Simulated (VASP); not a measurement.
# S (Fm-3m) in VASP: a series of runs

S is run at these levels: PBE; tasks: single point.

Program: VASP 6.6.1. These are calculated values, not measurements. Logs are shortened: lines on timing, memory, paths and dates and some standing lists are left out, and cuts for length are marked.

### Step 1. The cell of the first run

Symmetry: Fm-3m, No. 225, cubic system. The conventional cell has a = 2.940 Å, b = 2.940 Å, c = 2.940 Å, α = 90.00°, β = 90.00°, γ = 90.00°. S (site symmetry m-3m) has 12 S at 2.08 Å within 2.8 Å.

### Step 2. Single point, PBE (volume scaled by 0.4)

The input, INCAR:

```
  ALGO = Normal
  EDIFF = 1E-6
  ENCUT = 520
  GGA = PE
  ISIF = 2
  ISMEAR = -1
  LASPH = T
  LCHARG = F
  LREAL = F
  LWAVE = F
  NBANDS = 9
  NELM = 80
  PREC = Accurate
  SIGMA = 0.08
```

The input, KPOINTS:

```
k-points
0
Gamma
  16 16 16
```

The input, POSCAR:

```
S
1.0
    0.0000000000      1.4698558992      1.4698558992
    1.4698558992      0.0000000000      1.4698558992
    1.4698558992      1.4698558992      0.0000000000
S
1
Direct
    0.0000000000      0.0000000000      0.0000000000
```

Potentials or basis: VASP PAW PBE potentials, release 64 (S).

On the command line:

```sh
> cat potpaw_PBE.64/S/POTCAR > POTCAR
> mpirun -np 1 vasp_std > vasp.out
```

OUTCAR:

```text
EDIFF = 1E-6
   ENCUT = 520
   GGA = PE
   ISIF = 2
   ISMEAR = -1
   LASPH = T
   LREAL = F
   NELM = 80
   PREC = Accurate

 ion  position               nearest neighbor table
   1  0.000  0.000  0.000-

  LATTYP: Found a face centered cubic cell.
 ALAT       =     2.9397117984

  Lattice vectors:

 A1 = (   0.0000000000,   1.4698558992,   1.4698558992)
 A2 = (   1.4698558992,   0.0000000000,   1.4698558992)
 A3 = (   1.4698558992,   1.4698558992,   0.0000000000)

Analysis of symmetry for initial positions (statically):
=====================================================================
 Subroutine PRICEL returns:
 Original cell was already a primitive cell.

 Routine SETGRP: Setting up the symmetry group for a
 face centered cubic supercell.

 Subroutine GETGRP returns: Found 48 space group operations
 (whereof 48 operations were pure point group operations)
 out of a pool of 48 trial point group operations.

The static configuration has the point symmetry O_h .

Analysis of symmetry for dynamics (positions and initial velocities):
=====================================================================
 Subroutine PRICEL returns:
 Original cell was already a primitive cell.

 Routine SETGRP: Setting up the symmetry group for a
 face centered cubic supercell.

 Subroutine GETGRP returns: Found 48 space group operations
 (whereof 48 operations were pure point group operations)
 out of a pool of 48 trial point group operations.

The dynamic configuration has the point symmetry O_h .

 Subroutine INISYM returns: Found 48 space group operations
 (whereof 48 operations are pure point group operations),
 and found     1 'primitive' translations

----------------------------------------------------------------------------------------

                                     Primitive cell

  volume of cell :       6.3512

  direct lattice vectors                    reciprocal lattice vectors
     0.000000000  1.469855899  1.469855899    -0.340169400  0.340169400  0.340169400
     1.469855899  0.000000000  1.469855899     0.340169400 -0.340169400  0.340169400
     1.469855899  1.469855899  0.000000000     0.340169400  0.340169400 -0.340169400

  length of vectors
     2.078690147  2.078690147  2.078690147     0.589190685  0.589190685  0.589190685

  position of ions in fractional coordinates (direct lattice)
     0.000000000  0.000000000  0.000000000

  ion indices of the primitive-cell ions
   primitive index   ion index
                 1           1

----------------------------------------------------------------------------------------

 KPOINTS: k-points

Automatic generation of k-mesh.
 Grid dimensions read from file:
 generate k-points for:   16   16   16

 Generating k-lattice:

  Cartesian coordinates                     Fractional coordinates (reciprocal lattice)
    -0.021260588  0.021260588  0.021260588     0.062500000  0.000000000  0.000000000
     0.021260588 -0.021260588  0.021260588     0.000000000  0.062500000  0.000000000
     0.021260588  0.021260588 -0.021260588     0.000000000  0.000000000  0.062500000

  Length of vectors
     0.036824418  0.036824418  0.036824418

  Shift w.r.t. Gamma in fractional coordinates (k-lattice)
     0.000000000  0.000000000  0.000000000

 Subroutine IBZKPT returns following result:
 ===========================================

 Found    145 irreducible k-points:

 Following reciprocal coordinates:
            Coordinates               Weight
  0.000000  0.000000  0.000000      1.000000
  0.062500  0.000000  0.000000      8.000000
  0.125000  0.000000  0.000000      8.000000
  0.187500  0.000000  0.000000      8.000000
  0.250000  0.000000  0.000000      8.000000
  0.312500  0.000000  0.000000      8.000000
[... 16 lines left out ...]
 -0.125000  0.062500  0.000000     24.000000
 -0.062500  0.062500  0.000000     12.000000
 [... further k-points ...]
   k-points           NKPTS =    145   k-points in BZ     NKDIM =    145   number of bands    NBANDS=      9
   number of dos      NEDOS =    301   number of ions     NIONS =      1
   total plane-waves  NPLWV =   4096
   dimension x,y,z NGX =    16 NGY =   16 NGZ =   16
   dimension x,y,z NGXF=    32 NGYF=   32 NGZF=   32
   ions per type =               1
   NGX,Y,Z   is equivalent  to a cutoff of  12.80, 12.80, 12.80 a.u.
   NGXF,Y,Z  is equivalent  to a cutoff of  25.59, 25.59, 25.59 a.u.
 SYSTEM =  unknown system
   PREC   = accura    normal or accurate (medium, high low for compatibility)
   ISTART =      0    job   : 0-new  1-cont  2-samecut
   ICHARG =      2    charge: 1-file 2-atom 10-const
   ISPIN  =      1    spin polarized calculation?
   LNONCOLLINEAR =      F non collinear calculations
   LSORBIT =      F    spin-orbit coupling
   LASPH  =      T    aspherical Exc in radial PAW
   ENCUT  =  520.0 eV  38.22 Ry    6.18 a.u.   3.86  3.86  3.86*2*pi/ulx,y,z
   NELM   =     80;   NELMIN=  2; NELMDL= -5     # of ELM steps
   EDIFF  = 0.1E-05   stopping-criterion for ELM
   LREAL  =      F    real-space projection
   EDIFFG = 0.1E-04   stopping-criterion for IOM
   NSW    =      0    number of steps for IOM
   IBRION =     -1    ionic relax: 0-MD 1-quasi-New 2-CG
   NFREE  =      0    steps in history (QN), initial steepest desc. (CG)
   ISIF   =      2    stress and relaxation
   ISYM   =      2    0-nonsym 1-usesym 2-fastsym
   POTIM  = 0.5000    time-step for ionic-motion
   TEBEG  =    0.0;   TEEND  =   0.0 temperature during run
   PSTRESS=    0.0 pullay stress
   NELECT =       6.0000    total number of electrons
   NUPDOWN=      -1.0000    fix difference up-down
   EMIN   =  10.00;   EMAX   =-10.00  energy-range for DOS
   EFERMI =   0.00;   METHOD = LEGACY
   ISMEAR =    -1;   SIGMA  =   0.08  broadening in eV -4-tet -1-fermi 0-gaus
   EFERMI_NEDOS =   21; number of points for ismear=-14 and -15
   IALGO  =     38    algorithm
   IMIX   =      4    mixing-type and parameters
     AMIX     =   0.40;   BMIX     =  1.00
     AMIX_MAG =   1.60;   BMIX_MAG =  1.00
  volume/ion in A,a.u.               =       6.35        42.86
  Fermi-wavevector in a.u.,A,eV,Ry     =   1.606351  3.035564 35.107984  2.580364
  Thomas-Fermi vector in A             =   2.702553
   LORBIT       =      0    0 simple, 1 ext, 2 COOP (PROOUT), +10 PAW based schemes
   GGA     = PE    functional components
   LHFCALC =     F    Hartree Fock is set to
   AEXX    =    0.0000 exact exchange contribution
   IVDW    =     0    specifies the selected vdW correction
   LEPSILON=     F    determine dielectric tensor
   LRPA    =     F    only Hartree local field effects (RPA)
 non-spin polarized calculation
  energy-cutoff  :      520.00
  volume of cell :        6.35
 maximum number of plane-waves:       178
   NGX =  7   NGY =  7   NGZ =  7

 number of electron       5.9999998 magnetization

 Free energy of the ion-electron system (eV)
  ---------------------------------------------------
  ext. energy  EPLUGINS =         0.00000000
  ---------------------------------------------------
  free energy    TOTEN  =         3.22760021 eV

  energy without entropy =        3.23190829  energy(sigma->0) =        3.22975425

 E-fermi :  26.6725     XC(G=0): -15.8563

 val. band max:       26.6021067382   @ k =   0.5000   0.3125   0.0000
 cond. band min:      26.8232618246   @ k =  -0.4375   0.2500   0.0625
 fundamental gap:      0.2211550863
 Fermi energy:        26.6725258854

 k-point     1 :       0.0000    0.0000    0.0000
  band No.  band energies     occupation
      1      -4.2150      2.00000
      2      39.0026      0.00000
      3      39.0026      0.00000
      4      39.0026      0.00000
      5      39.0855      0.00000
      6      39.0855      0.00000
      7      39.0855      0.00000
      8      48.8416      0.00000
      9      50.9231      0.00000

 k-point     2 :       0.0625    0.0000    0.0000
  band No.  band energies     occupation
      1      -4.0239      2.00000
      2      35.0726      0.00000
      3      37.4804      0.00000
      4      37.4804      0.00000
      5      40.8606      0.00000
      6      40.8606      0.00000
      7      41.5304      0.00000
      8      50.0355      0.00000
      9      50.0360      0.00000

 k-point     3 :       0.1250    0.0000    0.0000
  band No.  band energies     occupation
      1      -3.4516      2.00000
      2      30.6319      0.00000
      3      36.2208      0.00000
      4      36.2208      0.00000
      5      42.3781      0.00000
      6      42.6945      0.00000
      7      42.6945      0.00000
      8      48.3509      0.00000
      9      48.3509      0.00000

 k-point     4 :       0.1875    0.0000    0.0000
  band No.  band energies     occupation
      1      -2.5006      2.00000
      2      26.2006      1.99453
      3      35.2763      0.00000
      4      35.2763      0.00000
      5      42.5675      0.00000
      6      43.3409      0.00000
      7      43.3409      0.00000
      8      47.9689      0.00000
      9      47.9689      0.00000

 k-point     5 :       0.2500    0.0000    0.0000
  band No.  band energies     occupation
      1      -1.1755      2.00000
      2      21.9487      2.00000
      3      34.6461      0.00000
      4      34.6461      0.00000
      5      42.0005      0.00000
      6      42.0005      0.00000
      7      42.6337      0.00000
      8      50.0358      0.00000
      9      50.0358      0.00000

 k-point     6 :       0.3125    0.0000    0.0000
  band No.  band energies     occupation
      1       0.5182      2.00000
      2      17.9466      2.00000
      3      34.3186      0.00000
      4      34.3186      0.00000
      5      40.2829      0.00000
      6      40.2829      0.00000
      7      42.7759      0.00000
      8      50.0345      0.00000
      9      53.0348      0.00000
[... 169 lines left out ...]
 k-point    21 :      -0.2500    0.0625    0.0000
  band No.  band energies     occupation
      1      -0.4842      2.00000
      2      20.7227      2.00000
      3      31.4008      0.00000
      4      36.4130      0.00000
      5      39.8959      0.00000
      6      42.3528      0.00000
      7      43.5891      0.00000
      8      48.7672      0.00000
      9      51.5251      0.00000

 k-point    22 :      -0.1875    0.0625    0.0000
  band No.  band energies     occupation
      1      -1.9318      2.00000
      2      24.8764      2.00000
      3      31.8951      0.00000
      4      37.1763      0.00000
      5      41.2969      0.00000
      6      43.3644      0.00000
      7      44.2064      0.00000
      8      46.2527      0.00000
      9      49.6386      0.00000

 k-point    23 :      -0.1250    0.0625    0.0000
  band No.  band energies     occupation
      1      -3.0073      2.00000
      2      29.2091      0.00000
      3      32.7229      0.00000
      4      38.1276      0.00000
      5      41.1891      0.00000
      6      43.0503      0.00000
      7      44.9193      0.00000
      8      45.9672      0.00000
      9      48.7047      0.00000

 k-point    24 :      -0.0625    0.0625    0.0000
  band No.  band energies     occupation
      1      -3.7058      2.00000
      2      33.3135      0.00000
      3      34.1135      0.00000
      4      39.2267      0.00000
      5      39.5150      0.00000
      6      42.2810      0.00000
      7      43.5342      0.00000
      8      47.8859      0.00000
      9      49.7713      0.00000

 [... further k-points ...]

------------------------ aborting loop because EDIFF is reached ----------------------------------------

  FORCE on cell =-STRESS in cart. coord.  units (eV):
  Direction    XX          YY          ZZ          XY          YZ          ZX
  --------------------------------------------------------------------------------------
  -------------------------------------------------------------------------------------
  Total       17.0927171     17.0927171     17.0927171     -0.0000000     -0.0000000     -0.0000000
  in kB     4311.8873983   4311.8873983   4311.8873983     -0.0000000     -0.0000000     -0.0000000
  external PRESSURE =    4311.8873983 kB  Pullay stress =       0.0000000 kB

 VOLUME and BASIS-vectors are now :
 -----------------------------------------------------------------------------
  energy-cutoff  :      520.00
  volume of cell :        6.35
      direct lattice vectors                 reciprocal lattice vectors
     0.000000000  1.469855899  1.469855899    -0.340169400  0.340169400  0.340169400
     1.469855899  0.000000000  1.469855899     0.340169400 -0.340169400  0.340169400
     1.469855899  1.469855899  0.000000000     0.340169400  0.340169400 -0.340169400

 POSITION                                       TOTAL-FORCE (eV/Angst)
 -----------------------------------------------------------------------------------
      0.00000      0.00000      0.00000        -0.000000     -0.000000     -0.000000
 -----------------------------------------------------------------------------------
    total drift:                               -0.000000     -0.000000     -0.000000

  FREE ENERGIE OF THE ION-ELECTRON SYSTEM (eV)
  ---------------------------------------------------
  free  energy   TOTEN  =         3.2276002131 eV

  energy  without entropy=        3.2319082874  energy(sigma->0) =        3.22975425
```

Run time: 3.2 s. Hardware: 1 thread of Intel Xeon 6975P-C, shared host; peak memory 0.11 GiB.

What came out:

| Quantity | Value |
| --- | --- |
| Free energy | 3.2276 eV |
| Pressure | 431.2 GPa |
| Band gap on the k mesh | zero (band 3 reaches 39.00 eV, above the bottom of band 4 at 17.31 eV) |

### Step 3. Single point, PBE (volume scaled by 0.4)

The input, INCAR:

```
SYSTEM = S
ALGO = Normal
EDIFF = 1E-7
ENCUT = 520
GGA = PE
ISIF = 2
ISMEAR = -1
LASPH = .True.
LCHARG = .False.
LREAL = .False.
LWAVE = .False.
NBANDS = 9
NELM = 100
PREC = Accurate
SIGMA = 0.08
```

The input, KPOINTS:

```
k-points
0
Gamma
  16 16 16
  0 0 0
```

POSCAR is that of step 2.

Potentials or basis: VASP PAW PBE potentials, release 64 (S).

On the command line:

```sh
> cat potpaw_PBE.64/S/POTCAR > POTCAR
> mpirun -np 1 vasp_std > vasp.out
```

Wall time 3.4 s (1 thread of Intel Xeon 6975P-C, shared host); peak memory 0.11 GiB.

Results (log left out):

- Free energy: 3.2276 eV
- Pressure: 431.2 GPa
- Band gap on the k mesh: zero (band 3 reaches 39.00 eV, above the bottom of band 4 at 17.31 eV)

Levels at points of the mesh, in eV from the Fermi level:
```csv
k point,band 1,band 2,band 3,band 4,band 5,band 6,band 7,band 8
"(0.00, 0.00, 0.00)",-30.89,12.33,12.33,12.33,12.41,12.41,12.41,22.17
"(0.50, 0.00, 0.00)",-19.03,-18.85,7.83,7.83,10.59,10.59,17.01,19.95
"(0.50, 0.50, 0.00)",-16.31,-13.49,-1.54,-1.54,-0.50,6.03,35.04,38.11
```

### Step 4. Single point, PBE (volume scaled by 0.45)

The input, INCAR:

```
SYSTEM = S
PREC     = Accurate       ! precision mode
ENCUT    = 520            ! plane-wave cutoff, eV
EDIFF    = 1E-6           ! SCF threshold, eV
ISMEAR   = -1             ! smearing method
SIGMA    = 0.08           ! smearing width, eV
LREAL    = .FALSE.        ! projectors in reciprocal space
LASPH    = .TRUE.         ! aspherical terms in the spheres
NELM     = 100            ! most SCF steps
ALGO     = Normal         ! electronic algorithm
ISIF     = 2              ! what is computed and relaxed
LWAVE    = .FALSE.        ! write WAVECAR
LCHARG   = .TRUE.         ! write CHGCAR
GGA      = PE             ! functional
LELF     = .TRUE.         ! ELF
LVHAR    = .TRUE.       
NBANDS   = 9              ! bands
```

The input, KPOINTS:

```
regular mesh
0
G
  16 16 16
  0 0 0
```

The input, POSCAR:

```
S
1.0
    0.0000000000      1.5287117391      1.5287117391
    1.5287117391      0.0000000000      1.5287117391
    1.5287117391      1.5287117391      0.0000000000
S
1
Direct
    0.0000000000      0.0000000000      0.0000000000
```

On the command line:

```sh
> cat potpaw_PBE.64/S/POTCAR > POTCAR
> mpirun -np 1 vasp_std > vasp.out
```

Wall time 3.7 s (1 thread of Intel Xeon 6975P-C, shared host); peak memory 0.11 GiB.

It converged, with:

| Quantity | Value |
| --- | --- |
| Free energy | 1.4351 eV |
| Pressure | 300.9 GPa |
| Band gap on the k mesh | zero (band 3 reaches 34.04 eV, above the bottom of band 4 at 14.87 eV) |

Levels at points of the mesh, in eV from the Fermi level:
```
           k point  band 1  band 2  band 3  band 4  band 5  band 6  band 7  band 8
(0.00, 0.00, 0.00)  -28.57   10.53   10.53   10.53   12.21   12.21   12.21   21.73
(0.50, 0.00, 0.00)  -17.74  -17.20    6.56    6.56   10.65   10.65   15.25   19.58
(0.50, 0.50, 0.00)  -14.79  -12.79   -1.57   -1.57    0.54    5.17   32.54   35.30
```

### Step 5. Single point, PBE (volume scaled by 0.45)

The input, INCAR:

```
ALGO = Normal
EDIFF = 1E-6
ENCUT = 520
GGA = PE
ISIF = 2
ISMEAR = -1
LASPH = True
LCHARG = False
LREAL = False
LWAVE = False
NBANDS = 9
NELM = 60
PREC = Accurate
SIGMA = 0.08
```

The input, KPOINTS:

```
k-points
0
Gamma
  16 16 16
```

POSCAR is that of step 4.

On the command line:

```sh
> cat potpaw_PBE.64/S/POTCAR > POTCAR
> mpirun -np 1 vasp_std > vasp.out
```

It took 3.5 s on 1 thread of Intel Xeon 6975P-C, shared host; peak memory 0.12 GiB.

Results (log left out):

```
Free energy            : 1.4351 eV
Pressure               : 300.9 GPa
Band gap on the k mesh : zero (band 3 reaches 34.04 eV, above the bottom of band 4 at 14.87 eV)
```

Levels at points of the mesh, in eV from the Fermi level:
```tsv
k point	band 1	band 2	band 3	band 4	band 5	band 6	band 7	band 8
(0.00, 0.00, 0.00)	-28.57	10.53	10.53	10.53	12.21	12.21	12.21	21.73
(0.50, 0.00, 0.00)	-17.74	-17.20	6.56	6.56	10.65	10.65	15.25	19.58
(0.50, 0.50, 0.00)	-14.79	-12.79	-1.57	-1.57	0.54	5.17	32.54	35.30
```

### Step 6. Single point, PBE (volume scaled by 0.55)

The input, INCAR:

```
PREC = Accurate ; ENCUT = 520
EDIFF = 1E-7 ; ISMEAR = -1
SIGMA = 0.08 ; LREAL = False
LASPH = True ; NELM = 100
ALGO = Normal ; ISIF = 2
LWAVE = False ; LCHARG = False
GGA = PE ; NBANDS = 9
```

The input, KPOINTS:

```
regular mesh
0
Gamma
  16 16 16
```

The input, POSCAR:

```
S
1.0
    0.0000000000      1.6344651279      1.6344651279
    1.6344651279      0.0000000000      1.6344651279
    1.6344651279      1.6344651279      0.0000000000
S
1
Direct
    0.0000000000      0.0000000000      0.0000000000
```

Potentials or basis: VASP PAW PBE potentials, release 64 (S).

On the command line:

```sh
> cat potpaw_PBE.64/S/POTCAR > POTCAR
> mpirun -np 1 vasp_std > vasp.out
```

Run time: 7.5 s. Hardware: 1 thread of Intel Xeon 6975P-C, shared host; peak memory 0.12 GiB.

The run converged. Its results:

```yaml
Free_energy: -0.7332 eV
Pressure: 154.4 GPa
Band_gap_on_the_k_mesh: zero (band 3 reaches 26.50 eV, above the bottom of band 4 at 11.95 eV)
```

Levels at points of the mesh, in eV from the Fermi level:
```tsv
k point	band 1	band 2	band 3	band 4	band 5	band 6	band 7
(0.00, 0.00, 0.00)	-24.88	7.93	7.93	7.93	12.16	12.16	12.16
(0.50, 0.00, 0.00)	-16.01	-14.25	4.87	4.87	10.86	10.86	12.97
(0.50, 0.50, 0.00)	-12.29	-11.90	-1.44	-1.44	2.22	4.52	29.00
```

### Step 7. Overview

```tsv
cell	gap on the mesh (eV)	pressure (GPa)
a = 2.079 Å, angles 60.0°, 1 atom	none	431.2
a = 2.162 Å, angles 60.0°, 1 atom	none	300.9
a = 2.311 Å, angles 60.0°, 1 atom	none	154.4
```

Alike in all rows: task single point; level PBE; potentials or basis VASP PAW PBE potentials, release 64 (S); no spin polarisation; k mesh 16 × 16 × 16; cutoff (eV) 520; smearing fermi-dirac 0.08 eV.

Absolute energies hang on the potentials; compare differences alone.
